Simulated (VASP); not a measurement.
## WS2: single point with PBEsol

WS2, a slab with vacuum:

```
W S
1.0
     3.14248    0.00000    0.00000
    -1.57124    2.72146    0.00000
     0.00000    0.00000   25.51502
W S
2 4
Cartesian
  0.0000 1.8143 16.1910
  1.5712 0.9072 9.3241
  0.0000 1.8143 7.6281
  1.5712 0.9072 14.4938
  0.0000 1.8143 11.0213
  1.5712 0.9072 17.8869
```

This cell differs from its parent crystal: volume 36.368 Å^3 an atom, c/a of the conventional cell 8.1194.

- Program: VASP 6.6.1
- Task: single point
- Functional: PBEsol
- Potentials or basis: VASP PAW PBE potentials, release 64 (W_sv, S)
- Cutoff: 520 eV
- k mesh: 12 × 12 × 2
- Occupations: gaussian, width 0.05 eV
- Spin: no spin polarisation

- Largest force: 2.191 eV/Å
- Band gap on the k mesh: 1.33 eV, indirect (least direct gap 2.18 eV)

Forces in eV/Å, atoms in the order of the input:
```
W    0.000  0.000 -0.005
W    0.000  0.000  0.005
S    0.000  0.000  2.191
S    0.000  0.000  2.167
S    0.000  0.000 -2.167
S    0.000  0.000 -2.191
```

Levels at points of the mesh, in eV from the valence-band top:
```
           k point  band 24  band 25  band 26  band 27  band 28  band 29
(0.00, 0.00, 0.00)    -1.06    -0.85    -0.41     2.70     2.70     2.73
(0.50, 0.00, 0.00)    -1.08    -0.91    -0.87     2.98     3.05     3.06
(0.00, 0.00, 0.50)    -1.06    -0.85    -0.41     2.70     2.70     2.73
(0.50, 0.00, 0.50)    -1.08    -0.91    -0.87     2.98     3.05     3.06
```

Wall time 3 min on 1 thread of Intel(R) Xeon(R) 6975P-C (Granite Rapids) (shared host), peak memory 0.44 GiB.

Caveat: the PAW data sets were made with another functional, which shifts forces and pressure a little; spin-orbit coupling is left out, which moves the levels of the heavy elements.
